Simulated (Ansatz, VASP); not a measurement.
**One calculation of Cu, two programs**

```
CELL_PARAMETERS angstrom
4.55456 0.00000 0.00000
0.00000 4.55456 0.00000
0.00000 0.00000 4.55456
ATOMIC_POSITIONS crystal
Cu 0.00000 0.00000 0.00000
Cu 0.50000 0.50000 0.50000
Cu 0.25000 0.00000 0.50000
Cu 0.75000 0.00000 0.50000
Cu 0.50000 0.25000 0.00000
Cu 0.50000 0.75000 0.00000
Cu 0.00000 0.50000 0.25000
Cu 0.00000 0.50000 0.75000
```

Alike in both runs: task relaxation of cell and atoms; functional RPBE; k mesh 6 × 6 × 6; occupations fermi-dirac, width 0.1 eV; no spin polarisation.

|  | VASP | Ansatz |
| --- | --- | --- |
| version | VASP 6.6.1 | Ansatz 0.2.0 |
| potentials or method | VASP PAW PBE potentials, release 64 (Cu), cutoff 600 eV | plane waves (420 eV) with PAW, scalar-relativistic |
| valence electrons in the cell | 88 | 152 |

VASP gave:

- relaxed volume (Å³/atom): 12.80
- relaxed cell length with the largest relative difference (Å): 4.679

Problem. What did Ansatz give for the same quantities?

Solution. Relaxed volume (Å³/atom): 12.74; relaxed cell length with the largest relative difference (Å): 4.671.

VASP's potentials were made for PBE, not for RPBE. VASP's potentials hold 88 valence electrons a cell and Ansatz's 152, so a difference there can come from the potentials and not from the codes.
